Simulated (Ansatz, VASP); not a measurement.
**SiC in VASP and in Ansatz**

File INCAR:

```
SYSTEM = SiC
PREC = Accurate ; ENCUT = 520
EDIFF = 1E-8 ; ISMEAR = -1
SIGMA = 0.08 ; LREAL = .False.
LASPH = .True. ; NELM = 60
ALGO = Normal ; ISIF = 2
LWAVE = .False. ; LCHARG = .False.
GGA = PE ; LEFG = .True.
NBANDS = 11
```

The input KPOINTS:

```
Automatic mesh
0
Gamma
  16 16 16
  0 0 0
```

POSCAR

```
SiC
1.0
    0.0000000000      2.1455490268      2.1455490268
    2.1455490268      0.0000000000      2.1455490268
    2.1455490268      2.1455490268      0.0000000000
Si C
1 1
Direct
    0.0000000000      0.0000000000      0.0000000000
    0.2500000000      0.2500000000      0.2500000000
```

Input for Ansatz:

```yaml
crystal:
  lattice:
    - [0.0, 2.1455490268, 2.1455490268]
    - [2.1455490268, 0.0, 2.1455490268]
    - [2.1455490268, 2.1455490268, 0.0]
  atoms:
    - { symbol: Si, position: [0.0, 0.0, 0.0] }
    - { symbol: C, position: [0.25, 0.25, 0.25] }
kpoints:
  mp_grid: { grid: [16, 16, 16] }
scf:
  occupations: { method: fermi_dirac, width: 0.08 }
hamiltonian:
  xc: pbe
  pseudopotentials: { kind: paw }
output:
  forces: true
  stress: true
  eigenvalues: true
  efg: { contact_densities: true }
```

Change from the starting cell: volume scaled by 0.9405, PAW files.

Alike in both runs: task electric field gradients; functional PBE; k mesh 16 × 16 × 16; occupations fermi-dirac, width 0.08 eV; no spin polarisation.

```csv
,VASP,Ansatz
version,VASP 6.6.1,Ansatz 0.2.0
potentials or method,"VASP PAW PBE potentials, release 64 (Si, C)","PAW with Ansatz's default frozen-core files, scalar-relativistic"
plane-wave cutoff (eV),520,420
valence electrons in the cell,8,8
```

VASP gave:

```
pressure (GPa) : 14.6
```

What did Ansatz give for the same quantities?

Pressure (GPa): 14.7.
